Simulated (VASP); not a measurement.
Be: single point with PBEsol

Crystal: Be.

```xyz
2
Lattice="2.2650 0.0000 0.0000 -1.1325 1.9616 0.0000 0.0000 0.0000 3.4929" Properties=species:S:1:pos:R:3 pbc="T T T"
Be    0.0000    1.3077    0.8732
Be    1.1325    0.6539    2.6197
```

This cell differs from its parent crystal: strain -0.015 along x and y, -0.030 along z.

```yaml
Program: VASP 6.6.1
Task: single point
Functional: PBEsol
Potentials_or_basis: VASP PAW PBE potentials, release 64 (Be)
Cutoff: 520 eV
k_mesh: 24 × 24 × 14
Occupations: gaussian, width 0.15 eV
Spin: no spin polarisation
Dipole_correction: no
Further_INCAR_settings: ALGO = Normal; EDIFF = 1e-07; NBANDS = 9
```

* Pressure: 2.0 GPa
* Band gap on the k mesh: zero (bands 2 and 3 overlap by 2.18 eV)

Stress tensor (GPa, compression positive):
```
-0.63  0.00  0.00
 0.00 -0.63  0.00
 0.00  0.00  7.15
```

Levels at points of the mesh, in eV from the Fermi level:
```tsv
k point	band 1	band 2	band 3	band 4	band 5
(0.00, 0.00, 0.00)	-11.33	-4.21	1.67	15.92	15.92
(0.50, 0.00, 0.00)	-5.05	-3.12	3.83	6.76	7.24
(0.00, 0.00, 0.50)	-9.10	-9.10	11.61	11.61	17.68
(0.50, 0.00, 0.50)	-3.61	-3.61	1.70	1.70	12.05
```

It took 28 s on 1 thread of AMD EPYC 9R45 96-Core Processor (Zen 5), on a shared host, peak memory 0.14 GiB.

Caveat: the cell differs from its parent crystal (strain -0.015 along x and y, -0.030 along z); the PAW data sets were made with another functional, which shifts forces and pressure a little.
